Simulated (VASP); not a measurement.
Set up this calculation in VASP 6.6.1, as the native input.

```yaml
Task: relaxation of cell and atoms
Functional: PBE
Potentials_or_basis: VASP PAW PBE potentials, release 64 (Cu)
Cutoff: 600 eV
k_mesh: 26 × 26 × 26
Occupations: gaussian, width 0.1 eV
Spin: no spin polarisation
Dipole_correction: no
Further_INCAR_settings: ALGO = Normal; EDIFF = 1e-07; IBRION = 2; EDIFFG = -0.01; NSW = 100; ISIF = 3
```

The structure of Cu lies in POSCAR:

```
Cu
1.0
    0.0000000000      1.8153616351      1.8153616351
    1.8153616351      0.0000000000      1.8153616351
    1.8153616351      1.8153616351      0.0000000000
Cu
1
Direct
    0.0000000000      0.0000000000      0.0000000000
```

These files were run (other wordings do the same):

INCAR

```
PREC     = Accurate       # precision mode
ENCUT    = 600            # plane-wave cutoff, eV
EDIFF    = 1E-7           # SCF threshold, eV
ISMEAR   = 0              # smearing method
SIGMA    = 0.1            # smearing width, eV
LREAL    = False          # projectors in reciprocal space
LASPH    = True           # aspherical terms in the spheres
NELM     = 80             # most SCF steps
ALGO     = Normal         # electronic algorithm
ISIF     = 3              # what is computed and relaxed
LWAVE    = False          # write WAVECAR
LCHARG   = False          # write CHGCAR
GGA      = PE             # functional
IBRION   = 2              # ionic algorithm
NSW      = 100            # ionic steps
EDIFFG   = -0.01          # ionic threshold
```

KPOINTS

```
regular mesh
0
Gamma
  26 26 26
```

Potentials or basis: VASP PAW PBE potentials, release 64 (Cu).

The run is started by

```bash
$ cat potpaw_PBE.64/Cu/POTCAR > POTCAR
$ mpirun -np 1 vasp_std > vasp.out
```

It gave:

```yaml
Relaxed_volume: 12.01 Å³/atom
Relaxed_cell: a = 2.570 Å, b = 2.570 Å, c = 2.570 Å, α = 60.00°, β = 60.00°, γ = 60.00°
Space_group_after_relaxing_to_0.05_Å: Fm-3m (No. 225)
Energy_gained_by_relaxing: 0.1 meV/atom
Ionic_steps: 3
Pressure_after_relaxing: 0.0 GPa
```

Wall time 59 s on 1 thread of Intel(R) Xeon(R) Platinum 8488C (Sapphire Rapids), with other jobs on the host, peak memory 0.2 GiB.
